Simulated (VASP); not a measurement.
## Mg12H (a cell with a defect): single point with PBE

System: Mg12H (a cell with a defect).

```xyz
13
Lattice="6.4200 0.0000 0.0000 -4.8150 8.3398 0.0000 0.0000 0.0000 5.2130" Properties=species:S:1:pos:R:3 pbc="T T T"
Mg    0.0002   -0.0066   -0.0250
Mg   -0.0160    1.8333    2.5910
Mg   -1.6059    2.7708   -0.0182
Mg   -1.5490    4.5841    2.6039
Mg   -3.2032    5.5599    0.0284
Mg   -3.2172    7.4919    2.6081
Mg    3.2174    0.0018   -0.0362
Mg    3.2198    1.8611    2.5767
Mg    1.6056    2.7596   -0.0273
Mg    1.5594    4.5923    2.6045
Mg    0.0028    5.5576   -0.0321
Mg    0.0036    7.4101    2.5615
H    -3.1983    5.5725    2.0744
```

| Quantity | Value |
| --- | --- |
| Program | VASP 6.6.1 |
| Task | single point |
| Functional | PBE |
| Potentials or basis | VASP PAW PBE potentials, release 64 (Mg, H) |
| Cutoff | 520 eV |
| k mesh | 4 × 3 × 4 |
| Occupations | gaussian, width 0.15 eV |
| Spin | no spin polarisation |

* Pressure: -0.1 GPa
* Largest force: 0.022 eV/Å
* Band gap on the k mesh: zero (an odd number of electrons rules out a gap without spin polarisation)

Forces on the atoms (eV/Å):
```
Mg  -0.003  0.015 -0.002
Mg   0.005  0.002  0.004
Mg   0.006 -0.013 -0.009
Mg   0.004  0.008  0.004
Mg  -0.002 -0.011 -0.009
Mg  -0.003 -0.001 -0.009
Mg   0.004  0.015 -0.002
Mg  -0.002 -0.019  0.011
Mg  -0.008 -0.008 -0.006
Mg  -0.006  0.013  0.000
Mg   0.002 -0.006  0.003
Mg   0.004  0.004  0.012
H   -0.002  0.001  0.003
```

Stress tensor (GPa, compression positive):
```
-0.50 -0.37 -0.04
-0.37 -0.31 -0.10
-0.04 -0.10  0.39
```

Levels at points of the mesh, in eV from the Fermi level:
| k point | band 8 | band 9 | band 10 | band 11 | band 12 | band 13 | band 14 | band 15 | band 16 | band 17 |
| --- | --- | --- | --- | --- | --- | --- | --- | --- | --- | --- |
| (0.00, 0.00, 0.00) | -1.86 | -1.57 | -0.81 | -0.24 | 0.05 | 0.22 | 0.30 | 0.49 | 1.44 | 1.69 |
| (0.50, 0.00, 0.00) | -0.63 | -0.62 | -0.60 | -0.41 | -0.18 | -0.17 | -0.14 | 0.12 | 0.28 | 0.78 |
| (0.00, 0.00, 0.50) | -1.96 | -1.91 | -1.90 | -1.43 | -1.15 | -0.64 | -0.55 | 0.64 | 1.10 | 1.20 |
| (0.50, 0.00, 0.50) | -3.83 | -1.79 | -0.87 | -0.81 | -0.78 | 0.35 | 0.71 | 0.81 | 0.83 | 2.04 |

Run time: 4.1 min on 1 thread of Oxide Virtual Turin-like Processor, on a shared host, peak memory 0.38 GiB.
